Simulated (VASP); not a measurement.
# Sc (P6_3/mmc) in VASP: further runs

Runs on Sc. Level: r2SCAN. Tasks: single point, relaxation of cell and atoms.

All numbers are computed with VASP 6.6.1; they aren't measurements. Logs are shortened: lines on timing, memory, paths and dates and some standing lists are left out, and cuts for length are marked.

### Step 1. The cell of the first run

It takes space group P6_3/mmc (No. 194, hexagonal). Conventional cell: a = 3.327 Å, b = 3.327 Å, c = 5.204 Å, α = 90.00°, β = 90.00°, γ = 120.00°. Sc (site symmetry -6m2) has 12 Sc at 3.23 to 3.33 Å within 4.3 Å.

### Step 2. Single point, r2SCAN

POSCAR reads:

```
Sc
1.0
    3.3273533442      0.0000000000      0.0000000000
   -1.6636766721      2.8815725235      0.0000000000
    0.0000000000      0.0000000000      5.2037646190
Sc
2
Direct
    0.3333333333      0.6666666667      0.2500000000
    0.6666666667      0.3333333333      0.7500000000
```

INCAR.step1 reads:

```
SYSTEM = Sc
PREC = Accurate
ENCUT = 520
ISMEAR = 0
SIGMA = 0.05
LREAL = .FALSE.
LASPH = .TRUE.
NELM = 80
NBANDS = 18
GGA = PE
ALGO = Normal
EDIFF = 1E-4
LWAVE = .TRUE.
LCHARG = .FALSE.
```

INCAR.step2 reads:

```
SYSTEM = Sc
PREC = Accurate
ENCUT = 520
EDIFF = 1E-7
ISMEAR = 0
SIGMA = 0.05
LREAL = .FALSE.
LASPH = .TRUE.
NELM = 80
ALGO = Normal
ISIF = 2
LWAVE = .FALSE.
LCHARG = .FALSE.
METAGGA = R2SCAN
LMIXTAU = .TRUE.
NBANDS = 18
ISTART = 1
```

KPOINTS reads:

```
regular mesh
0
G
  9 9 5
  0 0 0
```

Potentials or basis: VASP PAW PBE potentials, release 64 (Sc_sv).

On the command line:

```bash
$ cat potpaw_PBE.64/Sc_sv/POTCAR > POTCAR
$ cp INCAR.step1 INCAR
$ mpirun -np 1 vasp_std > vasp.out
$ cp INCAR.step2 INCAR
$ mpirun -np 1 vasp_std > vasp.out
```

OUTCAR:

```text
SYSTEM = Sc
   PREC = Accurate
   ENCUT = 520
   EDIFF = 1E-7
   ISMEAR = 0
   LREAL = .FALSE.
   LASPH = .TRUE.
   NELM = 80
   ISIF = 2
   METAGGA = R2SCAN
   ISTART = 1

 ion  position               nearest neighbor table
   1  0.333  0.667  0.250-   2 3.23   2 3.23   2 3.23   2 3.23   2 3.23   2 3.23
   2  0.667  0.333  0.750-   1 3.23   1 3.23   1 3.23   1 3.23   1 3.23   1 3.23

  LATTYP: Found a hexagonal cell.
 ALAT       =     3.3273533442
 C/A-ratio  =     1.5639350801

  Lattice vectors:

 A1 = (   3.3273533442,   0.0000000000,   0.0000000000)
 A2 = (  -1.6636766721,   2.8815725235,   0.0000000000)
 A3 = (   0.0000000000,   0.0000000000,   5.2037646190)

Analysis of symmetry for initial positions (statically):
=====================================================================
 Subroutine PRICEL returns:
 Original cell was already a primitive cell.

 Routine SETGRP: Setting up the symmetry group for a
 hexagonal supercell.

 Subroutine GETGRP returns: Found 24 space group operations
 (whereof 12 operations were pure point group operations)
 out of a pool of 24 trial point group operations.

The static configuration has the point symmetry D_3d.
 The point group associated with its full space group is D_6h.

Analysis of symmetry for dynamics (positions and initial velocities):
=====================================================================
 Subroutine PRICEL returns:
 Original cell was already a primitive cell.

 Routine SETGRP: Setting up the symmetry group for a
 hexagonal supercell.

 Subroutine GETGRP returns: Found 24 space group operations
 (whereof 12 operations were pure point group operations)
 out of a pool of 24 trial point group operations.

The dynamic configuration has the point symmetry D_3d.
 The point group associated with its full space group is D_6h.

 Subroutine INISYM returns: Found 24 space group operations
 (whereof 12 operations are pure point group operations),
 and found     1 'primitive' translations

----------------------------------------------------------------------------------------

                                     Primitive cell

  volume of cell :      49.8937

  direct lattice vectors                    reciprocal lattice vectors
     3.327353344  0.000000000  0.000000000     0.300539166  0.173516369  0.000000000
    -1.663676672  2.881572524  0.000000000     0.000000000  0.347032737  0.000000000
     0.000000000  0.000000000  5.203764619     0.000000000  0.000000000  0.192168569

  length of vectors
     3.327353344  3.327353344  5.203764619     0.347032737  0.347032737  0.192168569

  position of ions in fractional coordinates (direct lattice)
     0.333333333  0.666666667  0.250000000
     0.666666667  0.333333333  0.750000000

  ion indices of the primitive-cell ions
   primitive index   ion index
                 1           1
                 2           2

----------------------------------------------------------------------------------------

 KPOINTS: regular mesh

Automatic generation of k-mesh.
 Grid dimensions read from file:
 generate k-points for:    9    9    5

 Generating k-lattice:

  Cartesian coordinates                     Fractional coordinates (reciprocal lattice)
     0.033393241  0.019279597  0.000000000     0.111111111  0.000000000  0.000000000
     0.000000000  0.038559193  0.000000000     0.000000000  0.111111111  0.000000000
     0.000000000  0.000000000  0.038433714     0.000000000  0.000000000  0.200000000

  Length of vectors
     0.038559193  0.038559193  0.038433714

  Shift w.r.t. Gamma in fractional coordinates (k-lattice)
     0.000000000  0.000000000  0.000000000

 Subroutine IBZKPT returns following result:
 ===========================================

 Found     36 irreducible k-points:

 Following reciprocal coordinates:
            Coordinates               Weight
  0.000000  0.000000  0.000000      1.000000
  0.111111 -0.000000  0.000000      6.000000
  0.222222 -0.000000  0.000000      6.000000
  0.333333  0.000000  0.000000      6.000000
  0.444444 -0.000000  0.000000      6.000000
  0.111111  0.111111  0.000000      6.000000
[... 16 lines left out ...]
  0.333333  0.222222  0.200000     24.000000
  0.333333  0.333333  0.200000      4.000000
 [... further k-points ...]
   k-points           NKPTS =     36   k-points in BZ     NKDIM =     36   number of bands    NBANDS=     18
   number of dos      NEDOS =    301   number of ions     NIONS =      2
   total plane-waves  NPLWV =  31360
   dimension x,y,z NGX =    28 NGY =   28 NGZ =   40
   dimension x,y,z NGXF=    56 NGYF=   56 NGZF=   80
   ions per type =               2
   NGX,Y,Z   is equivalent  to a cutoff of  13.99, 13.99, 12.78 a.u.
   NGXF,Y,Z  is equivalent  to a cutoff of  27.98, 27.98, 25.56 a.u.
 SYSTEM =  Sc
   PREC   = accura    normal or accurate (medium, high low for compatibility)
   ISTART =      1    job   : 0-new  1-cont  2-samecut
   ICHARG =      0    charge: 1-file 2-atom 10-const
   ISPIN  =      1    spin polarized calculation?
   LNONCOLLINEAR =      F non collinear calculations
   LSORBIT =      F    spin-orbit coupling
   LASPH  =      T    aspherical Exc in radial PAW
   ENCUT  =  520.0 eV  38.22 Ry    6.18 a.u.   6.19  6.19  9.68*2*pi/ulx,y,z
   NELM   =     80;   NELMIN=  2; NELMDL=  0     # of ELM steps
   EDIFF  = 0.1E-06   stopping-criterion for ELM
   LREAL  =      F    real-space projection
   EDIFFG = 0.1E-05   stopping-criterion for IOM
   NSW    =      0    number of steps for IOM
   IBRION =     -1    ionic relax: 0-MD 1-quasi-New 2-CG
   NFREE  =      0    steps in history (QN), initial steepest desc. (CG)
   ISIF   =      2    stress and relaxation
   ISYM   =      2    0-nonsym 1-usesym 2-fastsym
   POTIM  = 0.5000    time-step for ionic-motion
   TEBEG  =    0.0;   TEEND  =   0.0 temperature during run
   PSTRESS=    0.0 pullay stress
   NELECT =      22.0000    total number of electrons
   NUPDOWN=      -1.0000    fix difference up-down
   EMIN   =  10.00;   EMAX   =-10.00  energy-range for DOS
   EFERMI =   0.00;   METHOD = LEGACY
   ISMEAR =     0;   SIGMA  =   0.05  broadening in eV -4-tet -1-fermi 0-gaus
   EFERMI_NEDOS =   21; number of points for ismear=-14 and -15
   IALGO  =     38    algorithm
   IMIX   =      4    mixing-type and parameters
     AMIX     =   0.40;   BMIX     =  1.00
     AMIX_MAG =   1.60;   BMIX_MAG =  1.00
  volume/ion in A,a.u.               =      24.95       168.35
  Fermi-wavevector in a.u.,A,eV,Ry     =   1.246045  2.354683 21.124784  1.552628
  Thomas-Fermi vector in A             =   2.380240
   LORBIT       =      0    0 simple, 1 ext, 2 COOP (PROOUT), +10 PAW based schemes
   METAGGA = R2SCAN    functional components
   LHFCALC =     F    Hartree Fock is set to
   AEXX    =    0.0000 exact exchange contribution
   IVDW    =     0    specifies the selected vdW correction
   LEPSILON=     F    determine dielectric tensor
   LRPA    =     F    only Hartree local field effects (RPA)
 non-spin polarized calculation
 Gauss-broadening in eV      SIGMA  =   0.05
  energy-cutoff  :      520.00
  volume of cell :       49.89
 maximum number of plane-waves:      1375
 NGX is ok and might be reduce to    28

 number of electron      21.9999996 magnetization

 Free energy of the ion-electron system (eV)
  ---------------------------------------------------
  ext. energy  EPLUGINS =         0.00000000
  ---------------------------------------------------
  free energy    TOTEN  =       -22.71404147 eV

  energy without entropy =      -22.70870034  energy(sigma->0) =      -22.71137090

 E-fermi :   3.6452     XC(G=0): -10.5552

 val. band max:        3.6283212929   @ k =   0.4444   0.1111   0.4000
 cond. band min:       3.6543084490   @ k =   0.4444   0.1111   0.4000
 fundamental gap:      0.0259871561
 Fermi energy:         3.6452287306

 k-point     1 :       0.0000    0.0000    0.0000
  band No.  band energies     occupation
      1     -47.9123      2.00000
      2     -47.8428      2.00000
      3     -25.7671      2.00000
      4     -25.4200      2.00000
      5     -25.4200      2.00000
      6     -25.3559      2.00000
[... 10 lines left out ...]
     17       6.2170      0.00000
     18       6.2170      0.00000

 k-point     2 :       0.1111   -0.0000    0.0000
  band No.  band energies     occupation
      1     -47.9066      2.00000
      2     -47.8409      2.00000
      3     -25.7511      2.00000
      4     -25.4505      2.00000
      5     -25.4305      2.00000
      6     -25.3878      2.00000
[... 10 lines left out ...]
     17       6.0524      0.00000
     18       6.0841      0.00000

 k-point     3 :       0.2222   -0.0000    0.0000
  band No.  band energies     occupation
      1     -47.8917      2.00000
      2     -47.8366      2.00000
      3     -25.7070      2.00000
      4     -25.5288      2.00000
      5     -25.4660      2.00000
      6     -25.4558      2.00000
[... 10 lines left out ...]
     17       6.4194      0.00000
     18       6.5653      0.00000

 k-point     4 :       0.3333    0.0000    0.0000
  band No.  band energies     occupation
      1     -47.8731      2.00000
      2     -47.8332      2.00000
      3     -25.6467      2.00000
      4     -25.6194      2.00000
      5     -25.5510      2.00000
      6     -25.4832      2.00000
[... 375 lines left out ...]
      4     -25.6215      2.00000
      5     -25.5262      2.00000
      6     -25.5159      2.00000
[... 10 lines left out ...]
     17       7.3647      0.00000
     18       7.5888      0.00000

 k-point    23 :       0.3333    0.2222    0.2000
  band No.  band energies     occupation
      1     -47.8491      2.00000
      2     -47.8365      2.00000
      3     -25.6682      2.00000
      4     -25.6301      2.00000
      5     -25.5690      2.00000
      6     -25.4982      2.00000
[... 10 lines left out ...]
     17       7.3833      0.00000
     18       7.8012      0.00000

 k-point    24 :       0.3333    0.3333    0.2000
  band No.  band energies     occupation
      1     -47.8409      2.00000
      2     -47.8409      2.00000
      3     -25.6252      2.00000
      4     -25.6235      2.00000
      5     -25.6235      2.00000
      6     -25.5105      2.00000
[... 10 lines left out ...]
     17       7.5103      0.00000
     18       7.5103      0.00000

 [... further k-points ...]
[... 5 lines left out ...]
  --------------------------------------------------------------------------------------
  -------------------------------------------------------------------------------------
  Total        0.0595683      0.0595683      0.0671242      0.0000000      0.0000000      0.0000000
  in kB        1.9128458      1.9128458      2.1554767      0.0000000      0.0000000      0.0000000
  external PRESSURE =       1.9937227 kB  Pullay stress =       0.0000000 kB

 VOLUME and BASIS-vectors are now :
 -----------------------------------------------------------------------------
  energy-cutoff  :      520.00
  volume of cell :       49.89
      direct lattice vectors                 reciprocal lattice vectors
     3.327353344  0.000000000  0.000000000     0.300539166  0.173516369  0.000000000
    -1.663676672  2.881572524  0.000000000     0.000000000  0.347032737  0.000000000
     0.000000000  0.000000000  5.203764619     0.000000000  0.000000000  0.192168569

 POSITION                                       TOTAL-FORCE (eV/Angst)
 -----------------------------------------------------------------------------------
     -0.00000      1.92105      1.30094         0.000000     -0.000000      0.000000
      1.66368      0.96052      3.90282        -0.000000      0.000000      0.000000
 -----------------------------------------------------------------------------------
    total drift:                               -0.000000      0.000000     -0.000000

  FREE ENERGIE OF THE ION-ELECTRON SYSTEM (eV)
  ---------------------------------------------------
  free  energy   TOTEN  =       -22.7140414668 eV

  energy  without entropy=      -22.7087003420  energy(sigma->0) =      -22.71137090
```

It took 89 s on 1 thread of Intel Xeon 6975P-C (Granite Rapids), shared host; peak memory 0.18 GiB.

What came out:

| Item | Value |
| --- | --- |
| Free energy | -22.7140 eV |
| Pressure | 0.2 GPa |
| Band gap on the k mesh | zero (bands 11 and 12 overlap by 1.28 eV) |

Caveat: the PAW data sets were made with another functional, which shifts forces and pressure a little.

### Step 3. Relaxation of cell and atoms, r2SCAN

This run uses another cell than the first one, of the same volume but with other edges.

POSCAR reads:

```
Sc
1.0
    3.2800000000      0.0000000000      0.0000000000
   -1.6400000000      2.8405633244      0.0000000000
    0.0000000000      0.0000000000      5.3562400000
Sc
2
Direct
    0.3333333333      0.6666666667      0.2500000000
    0.6666666667      0.3333333333      0.7500000000
```

INCAR.step1 reads:

```
SYSTEM = Sc
PREC = Accurate
ENCUT = 600
ISMEAR = 0
SIGMA = 0.05
LREAL = .False.
LASPH = .True.
NELM = 80
GGA = PE
ALGO = Normal
EDIFF = 1E-4
LWAVE = .True.
LCHARG = .False.
```

INCAR.step2 reads:

```
SYSTEM = Sc
PREC = Accurate
ENCUT = 600
EDIFF = 1E-6
ISMEAR = 0
SIGMA = 0.05
LREAL = .False.
LASPH = .True.
NELM = 80
ALGO = Normal
ISIF = 3
LWAVE = .False.
LCHARG = .False.
METAGGA = R2SCAN
LMIXTAU = .True.
IBRION = 2
NSW = 60
EDIFFG = -0.02
ISTART = 1
```

KPOINTS reads:

```
Automatic mesh
0
Gamma
  9 9 5
  0 0 0
```

Potentials or basis: VASP PAW PBE potentials, release 64 (Sc_sv).

On the command line:

```bash
$ cat potpaw_PBE.64/Sc_sv/POTCAR > POTCAR
$ cp INCAR.step1 INCAR
$ mpirun -np 1 vasp_std > vasp.out
$ cp INCAR.step2 INCAR
$ mpirun -np 1 vasp_std > vasp.out
```

Run time: 4.5 min. Hardware: 1 thread of Intel Xeon 6975P-C (Granite Rapids), shared host; peak memory 0.22 GiB.

Results (log left out):

| Item | Value |
| --- | --- |
| Free energy | -22.7146 eV |
| Relaxed volume | 25.05 Å³/atom |
| Relaxed cell | a = 3.332 Å, b = 3.332 Å, c = 5.211 Å, α = 90.00°, β = 90.00°, γ = 120.00° |
| Space group after relaxing (to 0.1 Å) | P6_3/mmc (No. 194) |
| Energy gained by relaxing | 8.7 meV/atom |
| Ionic steps | 5 |
| Pressure after relaxing | 0.0 GPa |
| Band gap on the k mesh | zero (bands 11 and 12 overlap by 1.27 eV) |

The path:
```csv
step,energy change (eV),largest force (eV/Å),pressure (GPa),volume (Å³)
1,0.0000,0.0000,0.35,49.90
2,-0.0141,0.0000,-0.21,50.29
3,-0.0167,0.0000,-0.46,50.51
4,-0.0173,0.0000,0.16,49.96
5,-0.0174,0.0000,0.02,50.09
```

Final structure:
```yaml
crystal:
  lattice:
    - [3.33179, 0.00000, 0.00000]
    - [-1.66589, 2.88541, 0.00000]
    - [0.00000, 0.00000, 5.21060]
  atoms:
    - { symbol: Sc, position: [0.33333, 0.66667, 0.25000] }
    - { symbol: Sc, position: [0.66667, 0.33333, 0.75000] }
```

Levels at points of the mesh, in eV from the Fermi level:
| k point | band 9 | band 10 | band 11 | band 12 | band 13 | band 14 |
| --- | --- | --- | --- | --- | --- | --- |
| (0.00, 0.00, 0.00) | -5.47 | -1.68 | 0.40 | 1.79 | 1.79 | 2.04 |

Caveat: the PAW data sets were made with another functional, which shifts forces and pressure a little.

The gap in the log of VASP goes by the Fermi energy; the results here count the filled bands.